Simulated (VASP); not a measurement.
A run of VASP 6.6.1:

Contents of INCAR:

```
SYSTEM = KCl
PREC = Accurate
ENCUT = 520
EDIFF = 1E-6
ISMEAR = -1
SIGMA = 0.02
LREAL = .False.
LASPH = .True.
NELM = 80
ALGO = Normal
ISIF = 2
LWAVE = .False.
LCHARG = .False.
GGA = PE
NBANDS = 15
```

Contents of KPOINTS:

```
regular mesh
0
Gamma
  8 8 8
  0 0 0
```

File POSCAR:

```
KCl
1.0
    0.0000000000      3.1448482518      3.2741015149
    3.1448482518      0.0000000000      3.2741015149
    3.1448482518      3.1448482518      0.0000000000
K Cl
1 1
Direct
    0.0000000000      0.0000000000      0.0000000000
    0.5000000000      0.5000000000      0.5000000000
```

Potentials or basis: VASP PAW PBE potentials, release 64 (K_sv, Cl).

The run is started by

```sh
$ cat potpaw_PBE.64/K_sv/POTCAR potpaw_PBE.64/Cl/POTCAR > POTCAR
$ mpirun -np 1 vasp_std > vasp.out
```

Hardware: 1 thread of Intel Xeon 8259CL, on a shared host.

Problem. How long does it take, and how much memory?

Solution. Run time: 100 s on 1 thread of Intel Xeon 8259CL (shared host), peak memory 0.23 GiB. Counts: scf iterations 13, k points 59.
